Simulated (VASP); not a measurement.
A run of VASP 6.6.1 is set up as follows.

INCAR

```
SYSTEM = CdTe5
ALGO = Normal
EDIFF = 1E-6
EDIFFG = -0.01
ENCUT = 600
GGA = PE
IBRION = 2
ISIF = 3
ISMEAR = 0
LASPH = .True.
LCHARG = .False.
LREAL = .False.
LWAVE = .False.
NELM = 100
NSW = 100
PREC = Accurate
SIGMA = 0.1
```

Contents of KPOINTS:

```
k-points
0
Gamma
  6 6 10
  0 0 0
```

The input POSCAR:

```
CdTe5
1.0
    8.0727002544      0.0000000000      0.0000000000
   -4.0363501272      6.9911634974      0.0000000000
    0.0000000000      0.0000000000      4.0948275734
Cd Te
1 5
Direct
    0.0000000000      0.0000000000      0.5000000000
    0.5000000000      0.0000000000      0.5000000000
    0.0000000000      0.5000000000      0.5000000000
    0.5000000000      0.5000000000      0.5000000000
    0.3333333333      0.6666666667      0.0000000000
    0.6666666667      0.3333333333      0.0000000000
```

Potentials or basis: VASP PAW PBE potentials, release 64 (Cd, Te).

Launch:

```bash
$ cat potpaw_PBE.64/Cd/POTCAR potpaw_PBE.64/Te/POTCAR > POTCAR
$ mpirun -np 1 vasp_std > vasp.out
```

(1) What does it give for the relaxed volume?

(2) Predict the band gap on the k mesh.

(3) Predict the relaxed cell.

(4) Predict the space group after relaxing (to 0.05 Å).

## Answers

(1) 38.67 Å³/atom.

(2) zero (band 21 reaches 4.56 eV, above the bottom of band 22 at 2.85 eV).

(3) a = 8.106 Å, b = 8.106 Å, c = 4.077 Å, α = 90.00°, β = 90.00°, γ = 120.00°.

(4) P6/mmm (No. 191).

Caveat: spin-orbit coupling is left out, which moves the levels of the heavy elements.
